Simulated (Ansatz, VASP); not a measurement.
Mo3Ru in VASP and in Ansatz

File INCAR:

```
SYSTEM = Mo3Ru
PREC = Accurate
ENCUT = 520
EDIFF = 1E-6
ISMEAR = 0
SIGMA = 0.1
LREAL = .False.
LASPH = .True.
NELM = 100
ALGO = Fast
ISIF = 2
LWAVE = .False.
LCHARG = .False.
GGA = PE
NBANDS = 36
```

Contents of KPOINTS:

```
Automatic mesh
0
Gamma
  12 12 12
  0 0 0
```

POSCAR

```
Mo3Ru
1.0
    0.0000000000      3.1326745261      3.1326745261
    3.1326745261      0.0000000000      3.1326745261
    3.1326745261      3.1326745261      0.0000000000
Mo Ru
3 1
Direct
    0.7500000000      0.7500000000      0.7500000000
    0.2500000000      0.2500000000      0.2500000000
    0.0000000000      0.0000000000      0.0000000000
    0.5000000000      0.5000000000      0.5000000000
```

Input for Ansatz:

```yaml
crystal:
  lattice:
    - [0.0, 3.1326745261, 3.1326745261]
    - [3.1326745261, 0.0, 3.1326745261]
    - [3.1326745261, 3.1326745261, 0.0]
  atoms:
    - { symbol: Mo, position: [0.75, 0.75, 0.75] }
    - { symbol: Mo, position: [0.25, 0.25, 0.25] }
    - { symbol: Mo, position: [0.0, 0.0, 0.0] }
    - { symbol: Ru, position: [0.5, 0.5, 0.5] }
basis:
  ecutwfc: 420
kpoints:
  mp_grid: { grid: [12, 12, 12] }
  band_path:
    path:
      - [[0.0, 0.0, 0.0], [0.5, 0.0, 0.5], [0.625, 0.25, 0.625]]
      - [[0.375, 0.375, 0.75], [0.0, 0.0, 0.0], [0.5, 0.5, 0.5], [0.5, 0.25, 0.75], [0.5, 0.0, 0.5]]
    npoints: 14
hamiltonian:
  xc: pbe
scf:
  occupations: { method: gaussian, width: 0.1 }
  n_extra_bands: 10
output:
  forces: true
  stress: true
  eigenvalues: true
  populations: true
  dos: { projected: true, de: 0.02, nscf_kmesh: { grid: [15, 15, 15] } }
  bader: true
  write_density: true
  write_potential: true
  elf: true
  volumetric_format: npy
```

Alike in both runs: task single point; functional PBE; k mesh 12 × 12 × 12; occupations gaussian, width 0.1 eV; no spin polarisation.

|  | VASP | Ansatz |
| --- | --- | --- |
| version | VASP 6.6.1 | Ansatz 0.2.0 |
| potentials or method | VASP PAW PBE potentials, release 64 (Mo_sv, Ru_pv), cutoff 520 eV | scalar-relativistic, plane waves, PAW |
| valence electrons in the cell | 56 | 58 |

|  | VASP | Ansatz | Ansatz less VASP |
| --- | --- | --- | --- |
| gap on the k mesh at the Fermi level (eV) | none | none | - |
| pressure (GPa) | 0.3 | 0.0 | -0.34 |

A gap of «none» marks a metal or a gap that the smearing closes. VASP's potentials hold 56 valence electrons a cell and Ansatz's 58, so a difference there can come from the potentials and not from the codes.
